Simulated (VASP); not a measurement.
Wanted: the native input for a VASP 6.6.1 run.

* Task: single point
* Functional: PBE
* Potentials or basis: VASP PAW PBE potentials, release 64 (Mg, O)
* Cutoff: 520 eV
* k mesh: 12 × 12 × 6
* Occupations: fermi-dirac, width 0.02 eV
* Spin: no spin polarisation
* Dipole correction: no
* Further INCAR settings: ALGO = Normal; EDIFF = 1e-07; NBANDS = 16

The structure of MgO lies in POSCAR:

```
MgO
1.0
    3.1238063140      0.0000000000      0.0000000000
   -1.5619031570      2.7052956244      0.0000000000
    0.0000000000      0.0000000000      4.7826480973
Mg O
2 2
Direct
    0.3333333333      0.6666666667     -0.0113064956
    0.6666666667      0.3333333333      0.4886935044
    0.3333333333      0.6666666667      0.3863064956
    0.6666666667      0.3333333333      0.8863064956
```

This cell differs from its parent crystal: strain -5.0%.

These files were run (other wordings do the same):

INCAR

```
ALGO     = Normal         # electronic algorithm
EDIFF    = 1E-7           # SCF threshold, eV
ENCUT    = 520            # plane-wave cutoff, eV
GGA      = PE             # functional
ISIF     = 2              # what is computed and relaxed
ISMEAR   = -1             # smearing method
LASPH    = T              # aspherical terms in the spheres
LCHARG   = F              # write CHGCAR
LREAL    = F              # projectors in reciprocal space
LWAVE    = F              # write WAVECAR
NBANDS   = 16             # bands
NELM     = 100            # most SCF steps
PREC     = Accurate       # precision mode
SIGMA    = 0.02           # smearing width, eV
```

KPOINTS

```
k-points
0
Gamma
  12 12 6
```

Potentials or basis: VASP PAW PBE potentials, release 64 (Mg, O).

Launch:

```sh
$ cat potpaw_PBE.64/Mg/POTCAR potpaw_PBE.64/O/POTCAR > POTCAR
$ mpirun -np 1 vasp_std > vasp.out
```

It gave:

* Pressure: 31.0 GPa
* Largest force: 0.010 eV/Å
* Band gap on the k mesh: 4.43 eV, direct

Caveat: the cell differs from its parent crystal (strain -5.0%).

Wall time 13 s on 1 thread of Intel(R) Xeon(R) 6975P-C (Granite Rapids), on a shared host, peak memory 0.18 GiB.
